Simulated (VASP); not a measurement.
A run of VASP 6.6.1 is set up as follows.

INCAR

```
ALGO = Normal
EDIFF = 1E-6
ENCUT = 690
GGA = PS
GGA_COMPAT = F
ISIF = 2
ISMEAR = 1
ISPIN = 2
LASPH = T
LCHARG = T
LELF = T
LMAXMIX = 4
LORBIT = 11
LREAL = F
LVHAR = T
LWAVE = F
MAGMOM = 0 0 0
NBANDS = 24
NELM = 200
NUPDOWN = 0.0
PREC = Accurate
SIGMA = 0.1
```

Contents of KPOINTS:

```
Automatic mesh
0
Gamma
  2 2 2
  0 0 0.5
```

POSCAR

```
Si2Ni
1.0
   -0.0032782057      2.7077028936      2.6512695225
    2.6283035382      0.0208522985      2.6271390183
    2.6897198759      2.7449887271     -0.0405640392
Si Ni
2 1
Direct
    0.2500000000      0.2500000000      0.2500000000
    0.7500000000      0.7500000000      0.7500000000
    0.0000000000      0.0000000000      0.0000000000
```

Potentials or basis: VASP PAW PBE potentials, release 64 (Si, Ni_sv_GW).

Launch:

```console
$ cat potpaw_PBE.64/Si/POTCAR potpaw_PBE.64/Ni_sv_GW/POTCAR > POTCAR
$ mpirun -np 1 vasp_std > vasp.out
```

(1) Predict the pressure.

(2) Estimate the largest force.

Results:

(1) -0.3 GPa.

(2) 1.083 eV/Å.

Caveat: the k points lie up to 1.03 Å⁻¹ apart, too coarse for converged energies, forces and pressures; the PAW data sets were made with another functional, which shifts forces and pressure a little; the total moment is fixed, so each spin has its own Fermi level.
